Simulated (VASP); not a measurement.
# Zr (Fd-3m) in VASP: further runs, part 3 of 3

VASP 6.6.1. The steps go on from the part before.

## Step 5: Single point, BLYP

This run uses another cell than the first one, of 33.75 Å³/atom.

File INCAR:

```
SYSTEM = Zr
PREC = Accurate
ENCUT = 520
EDIFF = 1E-6
ISMEAR = -1
SIGMA = 0.1
LREAL = .FALSE.
LASPH = .TRUE.
NELM = 100
ALGO = Normal
ISIF = 2
LWAVE = .FALSE.
LCHARG = .FALSE.
GGA = B5
ALDAX = 1.0
AGGAX = 1.0
AGGAC = 1.0
ALDAC = 0.0
NBANDS = 19
```

File KPOINTS:

```
Automatic mesh
0
G
  14 14 14
  0 0 0
```

File POSCAR:

```
Zr
1.0
    0.0000000000      3.2315179945      3.2315179945
    3.2315179945      0.0000000000      3.2315179945
    3.2315179945      3.2315179945      0.0000000000
Zr
2
Direct
    0.1250000000      0.1250000000      0.1250000000
    0.8750000000      0.8750000000      0.8750000000
```

Potentials or basis: VASP PAW PBE potentials, release 64 (Zr_sv).

Run with:

```sh
cat potpaw_PBE.64/Zr_sv/POTCAR > POTCAR
mpirun -np 1 vasp_std > vasp.out
```

OUTCAR:

```text
SYSTEM = Zr
   PREC = Accurate
   ENCUT = 520
   EDIFF = 1E-6
   ISMEAR = -1
   LREAL = .FALSE.
   LASPH = .TRUE.
   NELM = 100
   ISIF = 2
   GGA = B5

 ion  position               nearest neighbor table
   1  0.125  0.125  0.125-   2 2.80   2 2.80   2 2.80   2 2.80
   2  0.875  0.875  0.875-   1 2.80   1 2.80   1 2.80   1 2.80

  LATTYP: Found a face centered cubic cell.
 ALAT       =     6.4630359890

  Lattice vectors:

 A1 = (   0.0000000000,   3.2315179945,   3.2315179945)
 A2 = (   3.2315179945,   0.0000000000,   3.2315179945)
 A3 = (   3.2315179945,   3.2315179945,   0.0000000000)

Analysis of symmetry for initial positions (statically):
=====================================================================
 Subroutine PRICEL returns:
 Original cell was already a primitive cell.

 Routine SETGRP: Setting up the symmetry group for a
 face centered cubic supercell.

 Subroutine GETGRP returns: Found 48 space group operations
 (whereof 12 operations were pure point group operations)
 out of a pool of 48 trial point group operations.

The static configuration has the point symmetry D_3d.
 The point group associated with its full space group is O_h .

Analysis of symmetry for dynamics (positions and initial velocities):
=====================================================================
 Subroutine PRICEL returns:
 Original cell was already a primitive cell.

 Routine SETGRP: Setting up the symmetry group for a
 face centered cubic supercell.

 Subroutine GETGRP returns: Found 48 space group operations
 (whereof 12 operations were pure point group operations)
 out of a pool of 48 trial point group operations.

The dynamic configuration has the point symmetry D_3d.
 The point group associated with its full space group is O_h .

 Subroutine INISYM returns: Found 48 space group operations
 (whereof 12 operations are pure point group operations),
 and found     1 'primitive' translations

----------------------------------------------------------------------------------------

                                     Primitive cell

  volume of cell :      67.4916

  direct lattice vectors                    reciprocal lattice vectors
     0.000000000  3.231517994  3.231517994    -0.154726045  0.154726045  0.154726045
     3.231517994  0.000000000  3.231517994     0.154726045 -0.154726045  0.154726045
     3.231517994  3.231517994  0.000000000     0.154726045  0.154726045 -0.154726045

  length of vectors
     4.570056575  4.570056575  4.570056575     0.267993372  0.267993372  0.267993372

  position of ions in fractional coordinates (direct lattice)
     0.125000000  0.125000000  0.125000000
     0.875000000  0.875000000  0.875000000

  ion indices of the primitive-cell ions
   primitive index   ion index
                 1           1
                 2           2

----------------------------------------------------------------------------------------

 KPOINTS: Automatic mesh

Automatic generation of k-mesh.
 Grid dimensions read from file:
 generate k-points for:   14   14   14

 Generating k-lattice:

  Cartesian coordinates                     Fractional coordinates (reciprocal lattice)
    -0.011051860  0.011051860  0.011051860     0.071428571  0.000000000  0.000000000
     0.011051860 -0.011051860  0.011051860     0.000000000  0.071428571  0.000000000
     0.011051860  0.011051860 -0.011051860     0.000000000  0.000000000  0.071428571

  Length of vectors
     0.019142384  0.019142384  0.019142384

  Shift w.r.t. Gamma in fractional coordinates (k-lattice)
     0.000000000  0.000000000  0.000000000

 Subroutine IBZKPT returns following result:
 ===========================================

 Found    104 irreducible k-points:

 Following reciprocal coordinates:
            Coordinates               Weight
  0.000000  0.000000  0.000000      1.000000
  0.071429  0.000000  0.000000      8.000000
  0.142857  0.000000  0.000000      8.000000
  0.214286  0.000000  0.000000      8.000000
  0.285714  0.000000  0.000000      8.000000
  0.357143  0.000000  0.000000      8.000000
[... 16 lines left out ...]
  0.214286  0.142857  0.000000     24.000000
  0.285714  0.142857  0.000000     24.000000
 [... further k-points ...]
   k-points           NKPTS =    104   k-points in BZ     NKDIM =    104   number of bands    NBANDS=     19
   number of dos      NEDOS =    301   number of ions     NIONS =      2
   total plane-waves  NPLWV =  46656
   dimension x,y,z NGX =    36 NGY =   36 NGZ =   36
   dimension x,y,z NGXF=    72 NGYF=   72 NGZF=   72
   ions per type =               2
   NGX,Y,Z   is equivalent  to a cutoff of  13.10, 13.10, 13.10 a.u.
   NGXF,Y,Z  is equivalent  to a cutoff of  26.19, 26.19, 26.19 a.u.
 SYSTEM =  Zr
   PREC   = accura    normal or accurate (medium, high low for compatibility)
   ISTART =      0    job   : 0-new  1-cont  2-samecut
   ICHARG =      2    charge: 1-file 2-atom 10-const
   ISPIN  =      1    spin polarized calculation?
   LNONCOLLINEAR =      F non collinear calculations
   LSORBIT =      F    spin-orbit coupling
   LASPH  =      T    aspherical Exc in radial PAW
   ENCUT  =  520.0 eV  38.22 Ry    6.18 a.u.   8.50  8.50  8.50*2*pi/ulx,y,z
   NELM   =    100;   NELMIN=  2; NELMDL= -5     # of ELM steps
   EDIFF  = 0.1E-05   stopping-criterion for ELM
   LREAL  =      F    real-space projection
   EDIFFG = 0.1E-04   stopping-criterion for IOM
   NSW    =      0    number of steps for IOM
   IBRION =     -1    ionic relax: 0-MD 1-quasi-New 2-CG
   NFREE  =      0    steps in history (QN), initial steepest desc. (CG)
   ISIF   =      2    stress and relaxation
   ISYM   =      2    0-nonsym 1-usesym 2-fastsym
   POTIM  = 0.5000    time-step for ionic-motion
   TEBEG  =    0.0;   TEEND  =   0.0 temperature during run
   PSTRESS=    0.0 pullay stress
   NELECT =      24.0000    total number of electrons
   NUPDOWN=      -1.0000    fix difference up-down
   EMIN   =  10.00;   EMAX   =-10.00  energy-range for DOS
   EFERMI =   0.00;   METHOD = LEGACY
   ISMEAR =    -1;   SIGMA  =   0.10  broadening in eV -4-tet -1-fermi 0-gaus
   EFERMI_NEDOS =   21; number of points for ismear=-14 and -15
   IALGO  =     38    algorithm
   IMIX   =      4    mixing-type and parameters
     AMIX     =   0.40;   BMIX     =  1.00
     AMIX_MAG =   1.60;   BMIX_MAG =  1.00
  volume/ion in A,a.u.               =      33.75       227.73
  Fermi-wavevector in a.u.,A,eV,Ry     =   1.159833  2.191766 18.302718  1.345212
  Thomas-Fermi vector in A             =   2.296421
   LORBIT       =      0    0 simple, 1 ext, 2 COOP (PROOUT), +10 PAW based schemes
   GGA     = B5    functional components
   LHFCALC =     F    Hartree Fock is set to
   AEXX    =    0.0000 exact exchange contribution
   IVDW    =     0    specifies the selected vdW correction
   LEPSILON=     F    determine dielectric tensor
   LRPA    =     F    only Hartree local field effects (RPA)
 non-spin polarized calculation
  energy-cutoff  :      520.00
  volume of cell :       67.49
 maximum number of plane-waves:      1841
 NGX is ok and might be reduce to    36
   NGX = 17   NGY = 17   NGZ = 17

 number of electron      24.0000000 magnetization

 Free energy of the ion-electron system (eV)
  ---------------------------------------------------
  ext. energy  EPLUGINS =         0.00000000
  ---------------------------------------------------
  free energy    TOTEN  =       -10.69050475 eV

  energy without entropy =      -10.51088667  energy(sigma->0) =      -10.60069571

 E-fermi :   5.3664     XC(G=0):  -8.5449

 val. band max:        5.3659087162   @ k =  -0.1429   0.0714   0.0000
 cond. band min:       5.3700421304   @ k =   0.0000   0.0000   0.0000
 fundamental gap:      0.0041334142
 Fermi energy:         5.3663934245

 k-point     1 :       0.0000    0.0000    0.0000
  band No.  band energies     occupation
      1     -43.3960      2.00000
      2     -42.9720      2.00000
      3     -21.7767      2.00000
      4     -21.7767      2.00000
      5     -21.7767      2.00000
      6     -20.9844      2.00000
[... 11 lines left out ...]
     18      10.3000      0.00000
     19      10.3000      0.00000

 k-point     2 :       0.0714    0.0000    0.0000
  band No.  band energies     occupation
      1     -43.3921      2.00000
      2     -42.9761      2.00000
      3     -21.7818      2.00000
      4     -21.7818      2.00000
      5     -21.7764      2.00000
      6     -20.9850      2.00000
[... 476 lines left out ...]
 k-point    24 :       0.2857    0.1429    0.0000
  band No.  band energies     occupation
      1     -43.3428      2.00000
      2     -43.0276      2.00000
      3     -21.8617      2.00000
      4     -21.8577      2.00000
      5     -21.7062      2.00000
      6     -21.0601      2.00000
[... 11 lines left out ...]
     18       9.4917      0.00000
     19      10.4202      0.00000

 [... further k-points ...]
[... 5 lines left out ...]
  --------------------------------------------------------------------------------------
  -------------------------------------------------------------------------------------
  Total       -0.0002746     -0.0002746     -0.0002746      0.0000000      0.0000000      0.0000000
  in kB       -0.0065199     -0.0065199     -0.0065199      0.0000000      0.0000000      0.0000000
  external PRESSURE =      -0.0065199 kB  Pullay stress =       0.0000000 kB

 VOLUME and BASIS-vectors are now :
 -----------------------------------------------------------------------------
  energy-cutoff  :      520.00
  volume of cell :       67.49
      direct lattice vectors                 reciprocal lattice vectors
     0.000000000  3.231517994  3.231517994    -0.154726045  0.154726045  0.154726045
     3.231517994  0.000000000  3.231517994     0.154726045 -0.154726045  0.154726045
     3.231517994  3.231517994  0.000000000     0.154726045  0.154726045 -0.154726045

 POSITION                                       TOTAL-FORCE (eV/Angst)
 -----------------------------------------------------------------------------------
      0.80788      0.80788      0.80788        -0.000000     -0.000000      0.000000
      5.65516      5.65516      5.65516         0.000000      0.000000     -0.000000
 -----------------------------------------------------------------------------------
    total drift:                                0.000000      0.000000      0.000000

  FREE ENERGIE OF THE ION-ELECTRON SYSTEM (eV)
  ---------------------------------------------------
  free  energy   TOTEN  =       -10.6905047540 eV

  energy  without entropy=      -10.5108866708  energy(sigma->0) =      -10.60069571
```

stdout:

```text
POSCAR found type information on POSCAR Zr
 POSCAR found :  1 types and       2 ions
 scaLAPACK will be used
 -----------------------------------------------------------------------------
|                                                                             |
|                                                                             |
|     You enforced a specific xc type in the INCAR file but a different       |
|     I HOPE YOU KNOW WHAT YOU ARE DOING!                                     |
|                                                                             |
 -----------------------------------------------------------------------------

 LDA part: xc-table for (Slater(with rela. corr.)+VWN5), standard interpolation
 POSCAR, INCAR and KPOINTS ok, starting setup
 FFT: planning ... GRIDC
 FFT: planning ... GRID_SOFT
 FFT: planning ... GRID
 WAVECAR not read
 entering main loop
```

It took 62 s on 1 thread of Intel Xeon 6975P-C (Granite Rapids), shared host; peak memory 0.26 GiB.

Results:

| Property | Result |
| --- | --- |
| Free energy | -10.6905 eV |
| Pressure | 0.0 GPa |
| Band gap on the k mesh | zero (bands 12 and 13 overlap by 0.17 eV) |

Caveat: the PAW data sets were made with another functional, which shifts forces and pressure a little.

## Step 6: The runs side by side

```csv
task,cell,k mesh,cutoff (eV),gap on the mesh (eV),pressure (GPa)
relaxation of cell and atoms,"relaxed from a = 4.463 Å, angles 60.0°, 2 atoms",9 × 9 × 9,600,none,0.0
single point,"a = 4.445 Å, angles 60.0°, 2 atoms",14 × 14 × 14,520,none,2.8
single point,"a = 4.508 Å, angles 60.0°, 2 atoms",14 × 14 × 14,520,none,1.2
single point,"a = 4.570 Å, angles 60.0°, 2 atoms",14 × 14 × 14,520,none,0.0
```

Alike in all rows: level BLYP; potentials or basis VASP PAW PBE potentials, release 64 (Zr_sv); no spin polarisation; smearing fermi-dirac 0.1 eV.

Caveats: the PAW data sets were made with another functional, which shifts forces and pressure a little.

Total energies depend on the potentials used, so only differences within one code and one set of settings carry meaning.
